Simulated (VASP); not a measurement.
Input of a VASP 6.6.1 run:

INCAR

```
  ALGO = Normal
  EDIFF = 1E-7
  ENCUT = 520
  GGA = PS
  ISIF = 2
  ISMEAR = -1
  LASPH = T
  LCHARG = T
  LELF = T
  LREAL = Auto
  LVHAR = T
  LWAVE = F
  NBANDS = 78
  NELM = 80
  PREC = Accurate
  SIGMA = 0.0388
```

Contents of KPOINTS:

```
Automatic mesh
0
Gamma
  2 2 2
  0.5 0.5 0.5
```

POSCAR

```
Sr4S3O
1.0
   -5.9226114397      5.9226114397      0.0000000000
    0.0000000000      5.9226114397     -5.9226114397
   -5.9226114397      0.0000000000     -5.9226114397
Sr S O
8 6 2
Direct
    0.7504628736      0.2403080152      0.2287774597
    0.2708290956      0.7306767537      0.7457977862
    0.7469296348      0.7475553723      0.7708765038
    0.2614340001      0.2558726020      0.2577106426
    0.2497040394      0.7546368769      0.2563890972
    0.7482414717      0.2579878007      0.7434059358
    0.7453495042      0.7449425891      0.2485681384
    0.2481971872      0.2592635893      0.7381788497
    0.4945657046      0.0052764731     -0.0039633699
   -0.0105347954      0.5299252757      0.5029096591
    0.4940151874      0.5323270034      0.0077231134
    0.0000361327      0.0059014508      0.5123736431
   -0.0100125596      0.4982167968      0.0080056746
    0.4975598231     -0.0081123843      0.4988329101
    0.5048090746      0.5298103771      0.5125424875
   -0.0670230529      0.0620857039      0.0102855811
```

Potentials or basis: VASP PAW PBE potentials, release 64 (Sr_sv, S, O).

Launch:

```console
$ cat potpaw_PBE.64/Sr_sv/POTCAR potpaw_PBE.64/S/POTCAR potpaw_PBE.64/O/POTCAR > POTCAR
$ mpirun -np 1 vasp_std > vasp.out
```

Task: Predict the largest force.

Result: 1.065 eV/Å.

Task: Estimate the pressure.

Result: -1.6 GPa.

Stress tensor (GPa, compression positive):
```
-1.95 -0.04 -0.12
-0.04 -1.91 -0.10
-0.12 -0.10 -0.86
```

Caveat: the atoms stand as in a frame of molecular dynamics; the PAW data sets were made with another functional, which shifts forces and pressure a little.
